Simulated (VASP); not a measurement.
# Ti (Im-3m) in VASP: further runs

Ti is run at these levels: PBE; tasks: single point.

Everything below comes from runs of VASP 6.6.1. Logs are shortened: lines on timing, memory, paths and dates and some standing lists are left out, and cuts for length are marked.

**1. The cell of the first run**

It takes space group Im-3m (No. 229, cubic). The conventional cell has a = 3.071 Å, b = 3.071 Å, c = 3.071 Å, α = 90.00°, β = 90.00°, γ = 90.00°. Ti (site symmetry m-3m) has 14 Ti at 2.66 to 3.07 Å within 3.5 Å.

**2. Single point, PBE (volume 14.488 Å^3 an atom, c/a of the conventional cell 1.0000)**

Input file INCAR:

```
SYSTEM = Ti
  PREC = Accurate
  ENCUT = 520
  EDIFF = 1E-7
  ISMEAR = 0
  SIGMA = 0.15
  LREAL = .False.
  LASPH = .True.
  NELM = 100
  ALGO = Normal
  ISIF = 2
  LWAVE = .False.
  LCHARG = .False.
  GGA = PE
  NBANDS = 12
```

Input file KPOINTS:

```
regular mesh
0
Gamma
  22 22 22
  0 0 0
```

Input file POSCAR:

```
Ti
1.0
   -1.5357345280      1.5357345280      1.5357345280
    1.5357345280     -1.5357345280      1.5357345280
    1.5357345280      1.5357345280     -1.5357345280
Ti
1
Direct
    0.0000000000      0.0000000000      0.0000000000
```

Potentials or basis: VASP PAW PBE potentials, release 64 (Ti_sv).

The run is started by

```sh
> cat potpaw_PBE.64/Ti_sv/POTCAR > POTCAR
> mpirun -np 1 vasp_std > vasp.out
```

OUTCAR:

```text
SYSTEM = Ti
   PREC = Accurate
   ENCUT = 520
   EDIFF = 1E-7
   ISMEAR = 0
   LREAL = .False.
   LASPH = .True.
   NELM = 100
   ISIF = 2
   GGA = PE

 ion  position               nearest neighbor table
   1  0.000  0.000  0.000-

  LATTYP: Found a body centered cubic cell.
 ALAT       =     3.0714690560

  Lattice vectors:

 A1 = (  -1.5357345280,   1.5357345280,   1.5357345280)
 A2 = (   1.5357345280,  -1.5357345280,   1.5357345280)
 A3 = (   1.5357345280,   1.5357345280,  -1.5357345280)

Analysis of symmetry for initial positions (statically):
=====================================================================
 Subroutine PRICEL returns:
 Original cell was already a primitive cell.

 Routine SETGRP: Setting up the symmetry group for a
 body centered cubic supercell.

 Subroutine GETGRP returns: Found 48 space group operations
 (whereof 48 operations were pure point group operations)
 out of a pool of 48 trial point group operations.

The static configuration has the point symmetry O_h .

Analysis of symmetry for dynamics (positions and initial velocities):
=====================================================================
 Subroutine PRICEL returns:
 Original cell was already a primitive cell.

 Routine SETGRP: Setting up the symmetry group for a
 body centered cubic supercell.

 Subroutine GETGRP returns: Found 48 space group operations
 (whereof 48 operations were pure point group operations)
 out of a pool of 48 trial point group operations.

The dynamic configuration has the point symmetry O_h .

 Subroutine INISYM returns: Found 48 space group operations
 (whereof 48 operations are pure point group operations),
 and found     1 'primitive' translations

----------------------------------------------------------------------------------------

                                     Primitive cell

  volume of cell :      14.4880

  direct lattice vectors                    reciprocal lattice vectors
    -1.535734528  1.535734528  1.535734528     0.000000000  0.325577104  0.325577104
     1.535734528 -1.535734528  1.535734528     0.325577104  0.000000000  0.325577104
     1.535734528  1.535734528 -1.535734528     0.325577104  0.325577104  0.000000000

  length of vectors
     2.659970229  2.659970229  2.659970229     0.460435556  0.460435556  0.460435556

  position of ions in fractional coordinates (direct lattice)
     0.000000000  0.000000000  0.000000000

  ion indices of the primitive-cell ions
   primitive index   ion index
                 1           1

----------------------------------------------------------------------------------------

 KPOINTS: regular mesh

Automatic generation of k-mesh.
 Grid dimensions read from file:
 generate k-points for:   22   22   22

 Generating k-lattice:

  Cartesian coordinates                     Fractional coordinates (reciprocal lattice)
     0.000000000  0.014798959  0.014798959     0.045454545  0.000000000  0.000000000
     0.014798959  0.000000000  0.014798959     0.000000000  0.045454545  0.000000000
     0.014798959  0.014798959  0.000000000     0.000000000  0.000000000  0.045454545

  Length of vectors
     0.020928889  0.020928889  0.020928889

  Shift w.r.t. Gamma in fractional coordinates (k-lattice)
     0.000000000  0.000000000  0.000000000

 Subroutine IBZKPT returns following result:
 ===========================================

 Found    328 irreducible k-points:

 Following reciprocal coordinates:
            Coordinates               Weight
  0.000000  0.000000  0.000000      1.000000
  0.045455  0.000000  0.000000     12.000000
  0.090909  0.000000  0.000000     12.000000
  0.136364  0.000000  0.000000     12.000000
  0.181818  0.000000  0.000000     12.000000
  0.227273  0.000000  0.000000     12.000000
[... 16 lines left out ...]
  0.090909  0.090909  0.000000     24.000000
  0.136364  0.090909  0.000000     48.000000
 [... further k-points ...]
   k-points           NKPTS =    328   k-points in BZ     NKDIM =    328   number of bands    NBANDS=     12
   number of dos      NEDOS =    301   number of ions     NIONS =      1
   total plane-waves  NPLWV =   8000
   dimension x,y,z NGX =    20 NGY =   20 NGZ =   20
   dimension x,y,z NGXF=    40 NGYF=   40 NGZF=   40
   ions per type =               1
   NGX,Y,Z   is equivalent  to a cutoff of  12.50, 12.50, 12.50 a.u.
   NGXF,Y,Z  is equivalent  to a cutoff of  25.00, 25.00, 25.00 a.u.
 SYSTEM =  Ti
   PREC   = accura    normal or accurate (medium, high low for compatibility)
   ISTART =      0    job   : 0-new  1-cont  2-samecut
   ICHARG =      2    charge: 1-file 2-atom 10-const
   ISPIN  =      1    spin polarized calculation?
   LNONCOLLINEAR =      F non collinear calculations
   LSORBIT =      F    spin-orbit coupling
   LASPH  =      T    aspherical Exc in radial PAW
   ENCUT  =  520.0 eV  38.22 Ry    6.18 a.u.   4.95  4.95  4.95*2*pi/ulx,y,z
   NELM   =    100;   NELMIN=  2; NELMDL= -5     # of ELM steps
   EDIFF  = 0.1E-06   stopping-criterion for ELM
   LREAL  =      F    real-space projection
   EDIFFG = 0.1E-05   stopping-criterion for IOM
   NSW    =      0    number of steps for IOM
   IBRION =     -1    ionic relax: 0-MD 1-quasi-New 2-CG
   NFREE  =      0    steps in history (QN), initial steepest desc. (CG)
   ISIF   =      2    stress and relaxation
   ISYM   =      2    0-nonsym 1-usesym 2-fastsym
   POTIM  = 0.5000    time-step for ionic-motion
   TEBEG  =    0.0;   TEEND  =   0.0 temperature during run
   PSTRESS=    0.0 pullay stress
   NELECT =      12.0000    total number of electrons
   NUPDOWN=      -1.0000    fix difference up-down
   EMIN   =  10.00;   EMAX   =-10.00  energy-range for DOS
   EFERMI =   0.00;   METHOD = LEGACY
   ISMEAR =     0;   SIGMA  =   0.15  broadening in eV -4-tet -1-fermi 0-gaus
   EFERMI_NEDOS =   21; number of points for ismear=-14 and -15
   IALGO  =     38    algorithm
   IMIX   =      4    mixing-type and parameters
     AMIX     =   0.40;   BMIX     =  1.00
     AMIX_MAG =   1.60;   BMIX_MAG =  1.00
  volume/ion in A,a.u.               =      14.49        97.77
  Fermi-wavevector in a.u.,A,eV,Ry     =   1.537443  2.905347 32.160524  2.363732
  Thomas-Fermi vector in A             =   2.643951
   LORBIT       =      0    0 simple, 1 ext, 2 COOP (PROOUT), +10 PAW based schemes
   GGA     = PE    functional components
   LHFCALC =     F    Hartree Fock is set to
   AEXX    =    0.0000 exact exchange contribution
   IVDW    =     0    specifies the selected vdW correction
   LEPSILON=     F    determine dielectric tensor
   LRPA    =     F    only Hartree local field effects (RPA)
 non-spin polarized calculation
 Gauss-broadening in eV      SIGMA  =   0.15
  energy-cutoff  :      520.00
  volume of cell :       14.49
 maximum number of plane-waves:       403
   NGX =  9   NGY =  9   NGZ =  9

 number of electron      12.0000006 magnetization

 Free energy of the ion-electron system (eV)
  ---------------------------------------------------
  ext. energy  EPLUGINS =         0.00000000
  ---------------------------------------------------
  free energy    TOTEN  =        -7.55371358 eV

  energy without entropy =       -7.53392967  energy(sigma->0) =       -7.54382162

 E-fermi :  10.1125     XC(G=0): -12.3729

 val. band max:       10.1070313981   @ k =  -0.3182   0.3182   0.1364
 cond. band min:      10.1294095131   @ k =   0.2273   0.2273   0.0000
 fundamental gap:      0.0223781150
 Fermi energy:        10.1125427502

 k-point     1 :       0.0000    0.0000    0.0000
  band No.  band energies     occupation
      1     -46.1014      2.00000
      2     -21.6705      2.00000
      3     -21.6705      2.00000
      4     -21.6705      2.00000
      5       3.8277      2.00000
      6      11.2480      0.00000
      7      11.2480      0.00000
      8      11.2480      0.00000
      9      13.4360      0.00000
     10      13.4360      0.00000
     11      28.8437      0.00000
     12      28.8437      0.00000

 k-point     2 :       0.0455    0.0000    0.0000
  band No.  band energies     occupation
      1     -46.0960      2.00000
      2     -21.6961      2.00000
      3     -21.6780      2.00000
      4     -21.6708      2.00000
      5       3.9129      2.00000
      6      11.2053      0.00000
      7      11.2372      0.00000
      8      11.3136      0.00000
      9      13.3821      0.00000
     10      13.4381      0.00000
     11      28.7979      0.00000
     12      28.8580      0.00000

 k-point     3 :       0.0909    0.0000    0.0000
  band No.  band energies     occupation
      1     -46.0805      2.00000
      2     -21.7704      2.00000
      3     -21.6998      2.00000
      4     -21.6715      2.00000
      5       4.1629      2.00000
      6      11.0828      0.00000
      7      11.1938      0.00000
      8      11.5079      0.00000
      9      13.2480      0.00000
     10      13.4457      0.00000
     11      28.6250      0.00000
     12      28.8615      0.00000
[... 286 lines left out ...]
 k-point    23 :       0.0909    0.0909    0.0000
  band No.  band energies     occupation
      1     -46.0419      2.00000
      2     -21.9501      2.00000
      3     -21.7332      2.00000
      4     -21.6951      2.00000
      5       4.7930      2.00000
      6      10.8562      0.00000
      7      10.9295      0.00000
      8      12.0478      0.00000
      9      12.9852      0.00000
     10      13.5280      0.00000
     11      28.0320      0.00000
     12      28.7626      0.00000

 k-point    24 :       0.1364    0.0909    0.0000
  band No.  band energies     occupation
      1     -46.0113      2.00000
      2     -22.0842      2.00000
      3     -21.7748      2.00000
      4     -21.7030      2.00000
      5       5.2989      2.00000
      6      10.6434      0.00000
      7      10.7352      0.00000
      8      12.4870      0.00000
      9      12.8904      0.00000
     10      13.5989      0.00000
     11      27.4826      0.00000
     12      28.2502      0.00000

 [... further k-points ...]

------------------------ aborting loop because EDIFF is reached ----------------------------------------

  FORCE on cell =-STRESS in cart. coord.  units (eV):
  Direction    XX          YY          ZZ          XY          YZ          ZX
  --------------------------------------------------------------------------------------
  -------------------------------------------------------------------------------------
  Total        2.1867718      2.1867718      2.1867718      0.0000000     -0.0000000      0.0000000
  in kB      241.8274600    241.8274600    241.8274600      0.0000000     -0.0000000      0.0000000
  external PRESSURE =     241.8274600 kB  Pullay stress =       0.0000000 kB

 VOLUME and BASIS-vectors are now :
 -----------------------------------------------------------------------------
  energy-cutoff  :      520.00
  volume of cell :       14.49
      direct lattice vectors                 reciprocal lattice vectors
    -1.535734528  1.535734528  1.535734528     0.000000000  0.325577104  0.325577104
     1.535734528 -1.535734528  1.535734528     0.325577104  0.000000000  0.325577104
     1.535734528  1.535734528 -1.535734528     0.325577104  0.325577104  0.000000000

 POSITION                                       TOTAL-FORCE (eV/Angst)
 -----------------------------------------------------------------------------------
      0.00000      0.00000      0.00000        -0.000000      0.000000     -0.000000
 -----------------------------------------------------------------------------------
    total drift:                                0.000000     -0.000000      0.000000

  FREE ENERGIE OF THE ION-ELECTRON SYSTEM (eV)
  ---------------------------------------------------
  free  energy   TOTEN  =        -7.5537135755 eV

  energy  without entropy=       -7.5339296702  energy(sigma->0) =       -7.54382162
```

Wall time 42 s (1 thread of Intel Xeon 6975P-C, shared host); peak memory 0.17 GiB.

Results:

```yaml
Free_energy: -7.5537 eV
Pressure: 24.2 GPa
Band_gap_on_the_k_mesh: zero (band 6 reaches 11.25 eV, above the bottom of band 7 at 9.34 eV)
```

**3. Single point, PBE (volume 15.407 Å^3 an atom, c/a of the conventional cell 1.0000)**

Input file INCAR:

```
  PREC = Accurate
  ENCUT = 520
  EDIFF = 1E-6
  ISMEAR = 0
  SIGMA = 0.15
  LREAL = F
  LASPH = T
  NELM = 80
  ALGO = Normal
  ISIF = 2
  LWAVE = F
  LCHARG = T
  GGA = PE
  LELF = T
  LVHAR = T
  NBANDS = 12
```

Input file KPOINTS:

```
regular mesh
0
Gamma
  22 22 22
```

Input file POSCAR:

```
Ti
1.0
   -1.5675426418      1.5675426418      1.5675426418
    1.5675426418     -1.5675426418      1.5675426418
    1.5675426418      1.5675426418     -1.5675426418
Ti
1
Direct
    0.0000000000      0.0000000000      0.0000000000
```

Potentials or basis: VASP PAW PBE potentials, release 64 (Ti_sv).

The run is started by

```sh
> cat potpaw_PBE.64/Ti_sv/POTCAR > POTCAR
> mpirun -np 1 vasp_std > vasp.out
```

Run time: 36 s. Hardware: 1 thread of Intel Xeon 6975P-C, shared host; peak memory 0.17 GiB.

The run converged. Its results:

| Item | Value |
| --- | --- |
| Free energy | -7.6629 eV |
| Pressure | 14.2 GPa |
| Band gap on the k mesh | zero (band 6 reaches 10.50 eV, above the bottom of band 7 at 8.68 eV) |

Levels at points of the mesh, in eV from the Fermi level:
| k point | band 4 | band 5 | band 6 | band 7 | band 8 | band 9 |
| --- | --- | --- | --- | --- | --- | --- |
| (0.00, 0.00, 0.00) | -31.99 | -6.19 | 1.09 | 1.09 | 1.09 | 3.13 |
| (0.50, 0.00, 0.00) | -32.00 | -2.76 | -0.53 | 1.56 | 3.14 | 3.55 |
| (0.50, 0.50, 0.50) | -32.66 | -2.54 | -2.54 | 4.53 | 4.53 | 4.53 |

**4. Single point, PBE (volume 16.327 Å^3 an atom, c/a of the conventional cell 1.0000)**

Input file INCAR:

```
SYSTEM = Ti
PREC = Accurate
ENCUT = 520
EDIFF = 1E-7
ISMEAR = 0
SIGMA = 0.15
LREAL = .FALSE.
LASPH = .TRUE.
NELM = 100
ALGO = Fast
ISIF = 2
LWAVE = .FALSE.
LCHARG = .FALSE.
GGA = PE
NBANDS = 12
```

Input file KPOINTS:

```
Automatic mesh
0
G
  22 22 22
  0 0 0
```

Input file POSCAR:

```
Ti
1.0
   -1.5981423754      1.5981423754      1.5981423754
    1.5981423754     -1.5981423754      1.5981423754
    1.5981423754      1.5981423754     -1.5981423754
Ti
1
Direct
    0.0000000000      0.0000000000      0.0000000000
```

The run is started by

```sh
> cat potpaw_PBE.64/Ti_sv/POTCAR > POTCAR
> mpirun -np 1 vasp_std > vasp.out
```

Wall time 99 s (1 thread of Intel Xeon 6975P-C, shared host); peak memory 0.19 GiB.

Results (log left out):

```
Free energy            : -7.7207 eV
Pressure               : 6.1 GPa
Band gap on the k mesh : zero (band 6 reaches 9.80 eV, above the bottom of band 7 at 8.09 eV)
```

Levels at points of the mesh, in eV from the Fermi level:
```tsv
k point	band 4	band 5	band 6	band 7	band 8	band 9
(0.00, 0.00, 0.00)	-32.19	-6.08	1.04	1.04	1.04	2.94
(0.50, 0.00, 0.00)	-32.20	-2.61	-0.46	1.34	2.94	3.32
(0.50, 0.50, 0.50)	-32.75	-2.32	-2.32	4.23	4.23	4.23
```

**5. Single point, PBE (volume 18.167 Å^3 an atom, c/a of the conventional cell 1.0000)**

Input file INCAR:

```
SYSTEM = Ti
ALGO     = Normal         ! electronic algorithm
EDIFF    = 1E-6           ! SCF threshold, eV
ENCUT    = 520            ! plane-wave cutoff, eV
GGA      = PE             ! functional
ISIF     = 2              ! what is computed and relaxed
ISMEAR   = 0              ! smearing method
LASPH    = .TRUE.         ! aspherical terms in the spheres
LCHARG   = .FALSE.        ! write CHGCAR
LREAL    = .FALSE.        ! projectors in reciprocal space
LWAVE    = .FALSE.        ! write WAVECAR
NBANDS   = 12             ! bands
NELM     = 80             ! most SCF steps
PREC     = Accurate       ! precision mode
SIGMA    = 0.15           ! smearing width, eV
```

Input file KPOINTS:

```
k-points
0
G
  22 22 22
  0 0 0
```

Input file POSCAR:

```
Ti
1.0
   -1.6560536732      1.6560536732      1.6560536732
    1.6560536732     -1.6560536732      1.6560536732
    1.6560536732      1.6560536732     -1.6560536732
Ti
1
Direct
    0.0000000000      0.0000000000      0.0000000000
```

Potentials or basis: VASP PAW PBE potentials, release 64 (Ti_sv).

The run is started by

```sh
> cat potpaw_PBE.64/Ti_sv/POTCAR > POTCAR
> mpirun -np 1 vasp_std > vasp.out
```

OUTCAR:

```text
SYSTEM = Ti
   EDIFF = 1E-6
   ENCUT = 520
   GGA = PE
   ISIF = 2
   ISMEAR = 0
   LASPH = .TRUE.
   LREAL = .FALSE.
   NELM = 80
   PREC = Accurate

 ion  position               nearest neighbor table
   1  0.000  0.000  0.000-

  LATTYP: Found a body centered cubic cell.
 ALAT       =     3.3121073464

  Lattice vectors:

 A1 = (  -1.6560536732,   1.6560536732,   1.6560536732)
 A2 = (   1.6560536732,  -1.6560536732,   1.6560536732)
[... 538 lines left out ...]
     10      10.3448      0.00000
     11      22.6004      0.00000
     12      23.4380      0.00000

 [... further k-points ...]

------------------------ aborting loop because EDIFF is reached ----------------------------------------

  FORCE on cell =-STRESS in cart. coord.  units (eV):
  Direction    XX          YY          ZZ          XY          YZ          ZX
  --------------------------------------------------------------------------------------
  -------------------------------------------------------------------------------------
  Total       -0.5832608     -0.5832608     -0.5832608      0.0000000      0.0000000     -0.0000000
  in kB      -51.4387180    -51.4387180    -51.4387180      0.0000000      0.0000000     -0.0000000
  external PRESSURE =     -51.4387180 kB  Pullay stress =       0.0000000 kB

 VOLUME and BASIS-vectors are now :
 -----------------------------------------------------------------------------
  energy-cutoff  :      520.00
  volume of cell :       18.17
      direct lattice vectors                 reciprocal lattice vectors
    -1.656053673  1.656053673  1.656053673     0.000000000  0.301922581  0.301922581
     1.656053673 -1.656053673  1.656053673     0.301922581  0.000000000  0.301922581
     1.656053673  1.656053673 -1.656053673     0.301922581  0.301922581  0.000000000

 POSITION                                       TOTAL-FORCE (eV/Angst)
 -----------------------------------------------------------------------------------
      0.00000      0.00000      0.00000         0.000000      0.000000      0.000000
 -----------------------------------------------------------------------------------
    total drift:                               -0.000000      0.000000      0.000000

  FREE ENERGIE OF THE ION-ELECTRON SYSTEM (eV)
  ---------------------------------------------------
  free  energy   TOTEN  =        -7.7221724395 eV

  energy  without entropy=       -7.6941444318  energy(sigma->0) =       -7.70815844
```

OSZICAR:

```text
N       E                     dE             d eps       ncg     rms          rms(c)
DAV:   1     0.861639460602E+02    0.86164E+02   -0.65457E+03  7884   0.119E+03
DAV:   2    -0.455136257806E+01   -0.90715E+02   -0.88468E+02  8056   0.294E+02
DAV:   3    -0.875617776094E+01   -0.42048E+01   -0.41518E+01 10940   0.650E+01
DAV:   4    -0.884748940517E+01   -0.91312E-01   -0.91194E-01  8872   0.832E+00
DAV:   5    -0.884964669910E+01   -0.21573E-02   -0.21572E-02  9248   0.115E+00    0.799E+00
DAV:   6    -0.771517063345E+01    0.11345E+01   -0.28583E+00  8488   0.232E+01    0.195E+00
DAV:   7    -0.771399618019E+01    0.11745E-02   -0.64846E-02  9200   0.255E+00    0.121E+00
DAV:   8    -0.772172854000E+01   -0.77324E-02   -0.32561E-02  8388   0.207E+00    0.932E-02
DAV:   9    -0.772215539713E+01   -0.42686E-03   -0.18840E-03  9384   0.410E-01    0.665E-02
DAV:  10    -0.772218840726E+01   -0.33010E-04   -0.22836E-04  8420   0.154E-01    0.152E-02
DAV:  11    -0.772217164387E+01    0.16763E-04   -0.25366E-05  9172   0.762E-02    0.706E-03
DAV:  12    -0.772217243950E+01   -0.79563E-06   -0.14839E-06  7996   0.142E-02
   1 F= -.77221724E+01 E0= -.77081584E+01  d E =-.280280E-01
```

stdout:

```text
POSCAR found type information on POSCAR Ti
 POSCAR found :  1 types and       1 ions
 scaLAPACK will be used
 LDA part: xc-table for (Slater+PW92), standard interpolation
 POSCAR, INCAR and KPOINTS ok, starting setup
 FFT: planning ... GRIDC
 FFT: planning ... GRID_SOFT
 FFT: planning ... GRID
 WAVECAR not read
 entering main loop
```

Wall time 37 s (1 thread of Intel Xeon 6975P-C, shared host); peak memory 0.19 GiB.

What came out:

```
Free energy            : -7.7222 eV
Pressure               : -5.1 GPa
Band gap on the k mesh : zero (band 6 reaches 8.59 eV, above the bottom of band 7 at 7.06 eV)
```

(Continued in part 2 of 2.)
